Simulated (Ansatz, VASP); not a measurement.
**Ni in VASP and in Ansatz**

```
Ni
1.0
     2.49176    0.00000    0.00000
    -1.24588    2.15792    0.00000
     0.00000    0.00000    8.13807
Ni
4
Direct
  0.00000 0.00000 0.00000
  0.00000 0.00000 0.50000
  0.33333 0.66667 0.25000
  0.66667 0.33333 0.75000
```

Alike in both runs: task relaxation of cell and atoms; functional PBE; k mesh 14 × 14 × 4; occupations fermi-dirac, width 0.1 eV; no spin polarisation.

|  | VASP | Ansatz |
| --- | --- | --- |
| version | VASP 6.6.1 | Ansatz 0.2.0 |
| potentials or method | VASP PAW PBE potentials, release 64 (Ni), cutoff 600 eV | plane waves (420 eV) with PAW, scalar-relativistic |
| valence electrons in the cell | 40 | 72 |

Ansatz gave:

| Item | Value |
| --- | --- |
| relaxed volume (Å³/atom) | 10.87 |
| relaxed cell length with the largest relative difference (Å) | 8.139 |

Question: What did VASP give for the same quantities?

Answer: Relaxed volume (Å³/atom): 10.87; relaxed cell length with the largest relative difference (Å): 8.135.

VASP's potentials hold 40 valence electrons a cell and Ansatz's 72, so a difference there can come from the potentials and not from the codes.

Noted on VASP's run: too few bands were computed for a metal, which touches its energy and stress.
